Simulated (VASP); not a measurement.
Write the native input for VASP 6.6.1 that does the following.

* Task: single point
* Functional: PBE
* Potentials or basis: VASP PAW PBE potentials, release 64 (Re)
* Cutoff: 520 eV
* k mesh: 13 × 13 × 13
* Occupations: fermi-dirac, width 0.136057 eV
* Spin: no spin polarisation
* Dipole correction: no
* Further INCAR settings: ALGO = Normal; EDIFF = 1e-06; NBANDS = 10

The structure of Re lies in POSCAR:

```
Re
1.0
    2.5800745126      0.0000000000      0.0000000000
    0.0000000000      2.5800745126      0.0000000000
    0.0000000000      0.0000000000      2.5800745126
Re
1
Direct
    0.0000000000      0.0000000000      0.0000000000
```

The input as run:

INCAR

```
PREC     = Accurate       # precision mode
ENCUT    = 520            # plane-wave cutoff, eV
EDIFF    = 1E-6           # SCF threshold, eV
ISMEAR   = -1             # smearing method
SIGMA    = 0.13605693000000002 # smearing width, eV
LREAL    = False          # projectors in reciprocal space
LASPH    = True           # aspherical terms in the spheres
NELM     = 80             # most SCF steps
ALGO     = Normal         # electronic algorithm
ISIF     = 2              # what is computed and relaxed
LWAVE    = False          # write WAVECAR
LCHARG   = True           # write CHGCAR
GGA      = PE             # functional
LELF     = True           # ELF
LVHAR    = True         
NBANDS   = 10             # bands
```

KPOINTS

```
regular mesh
0
Gamma
  13 13 13
```

Potentials or basis: VASP PAW PBE potentials, release 64 (Re).

Run with:

```sh
$ cat potpaw_PBE.64/Re/POTCAR > POTCAR
$ mpirun -np 1 vasp_std > vasp.out
```

It gave:

```
Pressure : -0.8 GPa
```

Wall time 19 s on 1 thread of Intel Xeon 8259CL, with other jobs on the host, peak memory 0.14 GiB.
